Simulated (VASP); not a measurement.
Write the native input for VASP 6.6.1 that does the following.

```
Task                   : single point
Functional             : PBE
Potentials or basis    : VASP PAW PBE potentials, release 64 (Ta_pv, As)
Cutoff                 : 520 eV
k mesh                 : 18 × 18 × 6
Occupations            : gaussian, width 0.1 eV
Spin                   : no spin polarisation
Dipole correction      : no
Further INCAR settings : ALGO = Normal; EDIFF = 1e-07; NBANDS = 24
```

The structure of TaAs lies in POSCAR:

```
TaAs
1.0
    3.3299698249      0.0000000000      0.0000000000
   -1.6649849125      2.8838384622      0.0000000000
    0.0000000000      0.0000000000      8.5059649191
Ta As
2 2
Direct
    0.3333333333      0.6666666667      0.0417609140
    0.6666666667      0.3333333333      0.5417609140
    0.3333333333      0.6666666667      0.3403390860
    0.6666666667      0.3333333333      0.8403390860
```

One way to write it, as run:

INCAR

```
SYSTEM = TaAs
PREC     = Accurate       ! precision mode
ENCUT    = 520            ! plane-wave cutoff, eV
EDIFF    = 1E-7           ! SCF threshold, eV
ISMEAR   = 0              ! smearing method
SIGMA    = 0.1            ! smearing width, eV
LREAL    = .False.        ! projectors in reciprocal space
LASPH    = .True.         ! aspherical terms in the spheres
NELM     = 60             ! most SCF steps
ALGO     = Normal         ! electronic algorithm
ISIF     = 2              ! what is computed and relaxed
LWAVE    = .False.        ! write WAVECAR
LCHARG   = .True.         ! write CHGCAR
GGA      = PE             ! functional
LELF     = .True.         ! ELF
LVHAR    = .True.       
NBANDS   = 24             ! bands
```

KPOINTS

```
regular mesh
0
Gamma
  18 18 6
  0 0 0
```

Potentials or basis: VASP PAW PBE potentials, release 64 (Ta_pv, As).

Run with:

```sh
$ cat potpaw_PBE.64/Ta_pv/POTCAR potpaw_PBE.64/As/POTCAR > POTCAR
$ mpirun -np 1 vasp_std > vasp.out
```

Results of the run:

The pressure is 0.3 GPa. The largest force is 0.013 eV/Å and the band gap on the k mesh is zero (bands 16 and 17 overlap by 0.38 eV).

Caveat: spin-orbit coupling is left out, which moves the levels of the heavy elements.

Wall time 2.3 min on 1 thread of Intel(R) Xeon(R) 6975P-C (Granite Rapids), with other jobs on the host, peak memory 0.4 GiB.
